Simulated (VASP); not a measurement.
**TaGe3W2: single point with PBE**

The system is TaGe3W2.

```
Ta Ge W
1.0
     5.93884    0.00000    0.00000
    -2.96942    5.14319    0.00000
     0.00000    0.00000    3.89628
Ta Ge W
1 3 2
Direct
  0.00000 0.00000 0.50000
  0.50000 0.00000 0.50000
  0.00000 0.50000 0.50000
  0.50000 0.50000 0.50000
  0.33333 0.66667 0.69259
  0.66667 0.33333 0.30741
```

The cell was generated, and may not be a known phase.

| Property | Result |
| --- | --- |
| Program | VASP 6.6.1 |
| Task | single point |
| Functional | PBE |
| Potentials or basis | VASP PAW PBE potentials, release 64 (Ta_pv, Ge_d, W_sv) |
| Cutoff | 520 eV |
| k mesh | 3 × 3 × 4 |
| Occupations | gaussian, width 0.1 eV |
| Spin | no spin polarisation |
| Dipole correction | no |
| Further INCAR settings | ALGO = Normal; EDIFF = 1e-06; NBANDS = 50 |

```json
{
  "Pressure": "111.7 GPa",
  "Largest force": "30.960 eV/Å",
  "Band gap on the k mesh": "zero (an odd number of electrons rules out a gap without spin polarisation)"
}
```

Forces on the atoms (eV/Å):
```
Ta    0.000   0.000   0.000
Ge    0.000   0.000   0.000
Ge    0.000   0.000   0.000
Ge    0.000   0.000   0.000
W     0.000   0.000  30.960
W     0.000   0.000 -30.960
```

Stress tensor (GPa, compression positive):
```
144.42   0.00   0.00
  0.00 144.42   0.00
  0.00   0.00  46.35
```

Levels at points of the mesh, in eV from the Fermi level:
| k point | band 38 | band 39 | band 40 | band 41 | band 42 | band 43 | band 44 | band 45 |
| --- | --- | --- | --- | --- | --- | --- | --- | --- |
| (0.00, 0.00, 0.00) | -1.39 | -1.39 | -0.35 | -0.35 | 0.57 | 0.57 | 0.86 | 0.86 |
| (0.00, 0.00, 0.50) | -0.52 | -0.52 | -0.37 | -0.37 | 0.49 | 0.68 | 0.71 | 0.71 |

Wall time 45 s on 1 thread of AMD EPYC 9R45 96-Core Processor (Zen 5), with other jobs on the host, peak memory 0.24 GiB.

Caveat: the k points lie up to 0.41 Å⁻¹ apart, too coarse for converged energies and pressures of a metal; atoms lie so close that the PAW spheres overlap strongly, which falsifies energies and pressures; spin-orbit coupling is left out, which moves the levels of the heavy elements; an odd number of electrons without spin polarisation forces a metal; a magnetic or distorted state may lie lower.
